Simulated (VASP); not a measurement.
# SrO (Fm-3m) in VASP: single point with PBE

Aim: the single point of SrO with PBE.

Program: VASP 6.6.1. These are calculated values, not measurements. Logs are shortened: lines on timing, memory, paths and dates and some standing lists are left out, and cuts for length are marked.

### 1 The cell of the first run

It takes space group Fm-3m (No. 225, cubic). The conventional cell has a = 5.190 Å, b = 5.190 Å, c = 5.190 Å, α = 90.00°, β = 90.00°, γ = 90.00°. Within 3.4 Å of Sr (site symmetry m-3m) lie 6 O at 2.60 Å. O (site symmetry m-3m) has 6 Sr at 2.60 Å within 3.4 Å.

### 2 Single point, PBE

Input file INCAR:

```
  ALGO = Normal
  EDIFF = 1E-6
  ENCUT = 600
  GGA = PE
  GGA_COMPAT = F
  ISIF = 2
  ISMEAR = 0
  LASPH = T
  LCHARG = T
  LELF = T
  LREAL = F
  LVHAR = T
  LWAVE = F
  NBANDS = 15
  NELM = 120
  PREC = Accurate
  SIGMA = 0.01
```

Input file KPOINTS:

```
k-points
0
Gamma
  6 6 6
```

Input file POSCAR:

```
SrO
1.0
    0.0000000000      2.5950000000      2.5950000000
    2.5950000000      0.0000000000      2.5950000000
    2.5950000000      2.5950000000      0.0000000000
Sr O
1 1
Direct
    0.0000000000      0.0000000000      0.0000000000
    0.5000000000      0.5000000000      0.5000000000
```

Potentials or basis: VASP PAW PBE potentials, release 64 (Sr_sv, O).

On the command line:

```
$ cat potpaw_PBE.64/Sr_sv/POTCAR potpaw_PBE.64/O/POTCAR > POTCAR
$ mpirun -np 1 vasp_std > vasp.out
```

OUTCAR:

```text
EDIFF = 1E-6
   ENCUT = 600
   GGA = PE
   ISIF = 2
   ISMEAR = 0
   LASPH = T
   LREAL = F
   NELM = 120
   PREC = Accurate

 ion  position               nearest neighbor table
   1  0.000  0.000  0.000-   2 2.60   2 2.60   2 2.60   2 2.60   2 2.60   2 2.60
   2  0.500  0.500  0.500-   1 2.60   1 2.60   1 2.60   1 2.60   1 2.60   1 2.60

  LATTYP: Found a face centered cubic cell.
 ALAT       =     5.1900000000

  Lattice vectors:

 A1 = (   0.0000000000,   2.5950000000,   2.5950000000)
 A2 = (   2.5950000000,   0.0000000000,   2.5950000000)
 A3 = (   2.5950000000,   2.5950000000,   0.0000000000)

Analysis of symmetry for initial positions (statically):
=====================================================================
 Subroutine PRICEL returns:
 Original cell was already a primitive cell.

 Routine SETGRP: Setting up the symmetry group for a
 face centered cubic supercell.

 Subroutine GETGRP returns: Found 48 space group operations
 (whereof 48 operations were pure point group operations)
 out of a pool of 48 trial point group operations.

The static configuration has the point symmetry O_h .

Analysis of symmetry for dynamics (positions and initial velocities):
=====================================================================
 Subroutine PRICEL returns:
 Original cell was already a primitive cell.

 Routine SETGRP: Setting up the symmetry group for a
 face centered cubic supercell.

 Subroutine GETGRP returns: Found 48 space group operations
 (whereof 48 operations were pure point group operations)
 out of a pool of 48 trial point group operations.

The dynamic configuration has the point symmetry O_h .

 Subroutine INISYM returns: Found 48 space group operations
 (whereof 48 operations are pure point group operations),
 and found     1 'primitive' translations

----------------------------------------------------------------------------------------

                                     Primitive cell

  volume of cell :      34.9496

  direct lattice vectors                    reciprocal lattice vectors
     0.000000000  2.595000000  2.595000000    -0.192678227  0.192678227  0.192678227
     2.595000000  0.000000000  2.595000000     0.192678227 -0.192678227  0.192678227
     2.595000000  2.595000000  0.000000000     0.192678227  0.192678227 -0.192678227

  length of vectors
     3.669884194  3.669884194  3.669884194     0.333728479  0.333728479  0.333728479

  position of ions in fractional coordinates (direct lattice)
     0.000000000  0.000000000  0.000000000
[... 79 lines left out ...]
   PSTRESS=    0.0 pullay stress
   NELECT =      16.0000    total number of electrons
   NUPDOWN=      -1.0000    fix difference up-down
   EMIN   =  10.00;   EMAX   =-10.00  energy-range for DOS
   EFERMI =   0.00;   METHOD = LEGACY
   ISMEAR =     0;   SIGMA  =   0.01  broadening in eV -4-tet -1-fermi 0-gaus
   EFERMI_NEDOS =   21; number of points for ismear=-14 and -15
   IALGO  =     38    algorithm
   IMIX   =      4    mixing-type and parameters
     AMIX     =   0.40;   BMIX     =  1.00
     AMIX_MAG =   1.60;   BMIX_MAG =  1.00
  volume/ion in A,a.u.               =      17.47       117.93
  Fermi-wavevector in a.u.,A,eV,Ry     =   1.261733  2.384330 21.660069  1.591970
  Thomas-Fermi vector in A             =   2.395177
   LORBIT       =      0    0 simple, 1 ext, 2 COOP (PROOUT), +10 PAW based schemes
   GGA     = PE    functional components
   LHFCALC =     F    Hartree Fock is set to
   AEXX    =    0.0000 exact exchange contribution
   IVDW    =     0    specifies the selected vdW correction
   LEPSILON=     F    determine dielectric tensor
   LRPA    =     F    only Hartree local field effects (RPA)
 non-spin polarized calculation
 Gauss-broadening in eV      SIGMA  =   0.01
  energy-cutoff  :      600.00
  volume of cell :       34.95
 maximum number of plane-waves:      1211
 NGX is ok and might be reduce to    30
   NGX = 15   NGY = 15   NGZ = 15

 number of electron      15.9999999 magnetization

 Free energy of the ion-electron system (eV)
  ---------------------------------------------------
  ext. energy  EPLUGINS =         0.00000000
  ---------------------------------------------------
  free energy    TOTEN  =       -12.05574464 eV

  energy without entropy =      -12.05574464  energy(sigma->0) =      -12.05574464

 E-fermi :   1.6300     XC(G=0):  -9.8952

 val. band max:        1.5326775860   @ k =   0.0000   0.0000   0.0000
 cond. band min:       4.8127697103   @ k =   0.5000   0.5000   0.0000
 fundamental gap:      3.2800921243
 Fermi energy:         1.6299960290

 k-point     1 :       0.0000    0.0000    0.0000
  band No.  band energies     occupation
      1     -30.9549      2.00000
      2     -13.5221      2.00000
      3     -12.6205      2.00000
      4     -12.6205      2.00000
      5     -12.6205      2.00000
      6       1.5327      2.00000
      7       1.5327      2.00000
      8       1.5327      2.00000
      9       5.3203      0.00000
     10       7.6818      0.00000
     11       7.6818      0.00000
     12       7.6818      0.00000
     13       9.7869      0.00000
     14       9.7869      0.00000
[... 257 lines left out ...]
      2     -14.0762      2.00000
      3     -13.3663      2.00000
      4     -13.0960      2.00000
      5     -12.1993      2.00000
      6       0.6747      2.00000
      7       1.0369      2.00000
      8       1.1761      2.00000
      9       6.1482      0.00000
     10       8.9847      0.00000
     11       9.7828      0.00000
     12      12.3044      0.00000
     13      12.4115      0.00000
     14      14.1615      0.00000
     15      14.7124      0.00000

------------------------ aborting loop because EDIFF is reached ----------------------------------------

  FORCE on cell =-STRESS in cart. coord.  units (eV):
  Direction    XX          YY          ZZ          XY          YZ          ZX
  --------------------------------------------------------------------------------------
  -------------------------------------------------------------------------------------
  Total        0.1471345      0.1471345      0.1471345      0.0000000      0.0000000      0.0000000
  in kB        6.7450183      6.7450183      6.7450183      0.0000000      0.0000000      0.0000000
  external PRESSURE =       6.7450183 kB  Pullay stress =       0.0000000 kB

 VOLUME and BASIS-vectors are now :
 -----------------------------------------------------------------------------
  energy-cutoff  :      600.00
  volume of cell :       34.95
      direct lattice vectors                 reciprocal lattice vectors
     0.000000000  2.595000000  2.595000000    -0.192678227  0.192678227  0.192678227
     2.595000000  0.000000000  2.595000000     0.192678227 -0.192678227  0.192678227
     2.595000000  2.595000000  0.000000000     0.192678227  0.192678227 -0.192678227

 POSITION                                       TOTAL-FORCE (eV/Angst)
 -----------------------------------------------------------------------------------
      0.00000      0.00000      0.00000         0.000000      0.000000      0.000000
      2.59500      2.59500      2.59500         0.000000     -0.000000     -0.000000
 -----------------------------------------------------------------------------------
    total drift:                                0.000000      0.000000      0.000000

  FREE ENERGIE OF THE ION-ELECTRON SYSTEM (eV)
  ---------------------------------------------------
  free  energy   TOTEN  =       -12.0557446392 eV

  energy  without entropy=      -12.0557446392  energy(sigma->0) =      -12.05574464
```

OSZICAR:

```text
N       E                     dE             d eps       ncg     rms          rms(c)
DAV:   1     0.786535899861E+02    0.78654E+02   -0.92317E+03   480   0.116E+03
DAV:   2    -0.102437079245E+02   -0.88897E+02   -0.80822E+02   663   0.238E+02
DAV:   3    -0.141531461800E+02   -0.39094E+01   -0.38854E+01   624   0.443E+01
DAV:   4    -0.142511170315E+02   -0.97971E-01   -0.97958E-01   597   0.668E+00
DAV:   5    -0.142537886891E+02   -0.26717E-02   -0.26717E-02   614   0.890E-01    0.156E+01
DAV:   6    -0.122140427136E+02    0.20397E+01   -0.68074E+00   487   0.193E+01    0.184E+01
DAV:   7    -0.120652512040E+02    0.14879E+00   -0.32309E-01   557   0.498E+00    0.107E+01
DAV:   8    -0.120539720991E+02    0.11279E-01   -0.12275E-01   613   0.352E+00    0.380E-01
DAV:   9    -0.120551251949E+02   -0.11531E-02   -0.60795E-03   605   0.497E-01    0.235E-01
DAV:  10    -0.120555747314E+02   -0.44954E-03   -0.45848E-04   522   0.204E-01    0.902E-02
DAV:  11    -0.120557255364E+02   -0.15080E-03   -0.15620E-04   508   0.935E-02    0.281E-02
DAV:  12    -0.120557446683E+02   -0.19132E-04   -0.28896E-05   529   0.396E-02    0.246E-02
DAV:  13    -0.120557446392E+02    0.29055E-07   -0.17359E-06   528   0.116E-02
   1 F= -.12055745E+02 E0= -.12055745E+02  d E =-.578715E-45
```

Run time: 6.1 s. Hardware: 1 thread of Intel Xeon 6975P-C (Granite Rapids), shared host; peak memory 0.17 GiB.

What came out:

| Item | Value |
| --- | --- |
| Free energy | -12.0557 eV |
| Pressure | 0.7 GPa |
| Band gap on the k mesh | 3.28 eV, indirect (least direct gap 3.39 eV) |

Levels at points of the mesh, in eV from the valence-band top:
```csv
k point,band 4,band 5,band 6,band 7,band 8,band 9,band 10,band 11,band 12,band 13
"(0.00, 0.00, 0.00)",-14.15,-14.15,0.00,0.00,0.00,3.79,6.15,6.15,6.15,8.25
"(0.50, 0.00, 0.00)",-14.23,-12.97,-2.12,-1.08,-1.08,6.43,8.23,8.69,8.69,11.65
"(0.50, 0.50, 0.00)",-14.49,-14.49,-0.48,-0.11,-0.11,3.28,7.60,9.99,10.13,10.87
```

A k mesh can miss the band edges. PBE gaps usually lie below the measured ones, often by a third to a half.
